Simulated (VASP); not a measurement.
Crystal: Y.

```
CELL_PARAMETERS angstrom
3.31000 0.00000 0.00000
0.00000 3.31000 0.00000
0.00000 0.00000 3.31000
ATOMIC_POSITIONS crystal
Y 0.00000 0.00000 0.00000
```

This isn't the form of Y at room conditions, which is hcp.

- Program: VASP 6.6.1
- Task: relaxation of cell and atoms
- Functional: PBE
- Potentials or basis: VASP PAW PBE potentials, release 64 (Y_sv)
- Cutoff: 600 eV
- k mesh: 8 × 8 × 8
- Occupations: fermi-dirac, width 0.05 eV
- Spin: no spin polarisation

At the start: pressure -1.3 GPa; volume 36.26 Å³/atom.

**Question.** How do energy, volume and symmetry change on relaxing?

**Answer.** Over 3 steps the energy falls by 7.6 meV/atom and the volume is 34.46 Å³/atom (-5.0 %); space group Pm-3m (No. 221, to 0.1 Å) before and after.

The path:
| step | energy change (eV) | largest force (eV/Å) | pressure (GPa) | volume (Å³) |
| --- | --- | --- | --- | --- |
| 1 | 0.0000 | 0.0000 | -1.30 | 36.26 |
| 2 | -0.0074 | 0.0000 | -0.22 | 34.74 |
| 3 | -0.0076 | 0.0000 | -0.01 | 34.46 |

Final structure:
```
Y
1.0
     3.25431    0.00000    0.00000
     0.00000    3.25431    0.00000
     0.00000    0.00000    3.25431
Y
1
Direct
  0.00000 0.00000 0.00000
```
